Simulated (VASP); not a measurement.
A run of VASP 6.6.1:

INCAR

```
SYSTEM = Sr
ALGO     = Normal         ! electronic algorithm
EDIFF    = 1E-6           ! SCF threshold, eV
ENCUT    = 500            ! plane-wave cutoff, eV
GGA      = RE             ! functional
GGA_COMPAT= .FALSE.      
ISIF     = 2              ! what is computed and relaxed
ISMEAR   = 0              ! smearing method
LASPH    = .TRUE.         ! aspherical terms in the spheres
LCHARG   = .FALSE.        ! write CHGCAR
LREAL    = .FALSE.        ! projectors in reciprocal space
LWAVE    = .FALSE.        ! write WAVECAR
NBANDS   = 17             ! bands
NELM     = 120            ! most SCF steps
PREC     = Accurate       ! precision mode
SIGMA    = 0.1            ! smearing width, eV
```

The input KPOINTS:

```
k-points
0
G
  2 2 2
  0 0 0
```

Contents of POSCAR:

```
Sr
1.0
   -3.7063582770      3.7063582770      2.0208764669
    3.7063582770     -3.7063582770      2.0208764669
    3.7063582770      3.7063582770     -2.0208764669
Sr
2
Direct
    0.7500000000      0.2500000000      0.5000000000
    0.0000000000      0.0000000000      0.0000000000
```

Potentials or basis: VASP PAW PBE potentials, release 64 (Sr_sv).

Command:

```console
$ cat potpaw_PBE.64/Sr_sv/POTCAR > POTCAR
$ mpirun -np 1 vasp_std > vasp.out
```

Hardware: 1 thread of AMD EPYC 7R43 64-Core Processor (Zen 3), on a shared host.

Question: Estimate the wall time of this run.

Answer: Run time: 12 s on 1 thread of AMD EPYC 7R43 64-Core Processor (Zen 3), with other jobs on the host, peak memory 0.2 GiB. Counts: scf iterations 14, k points 4.
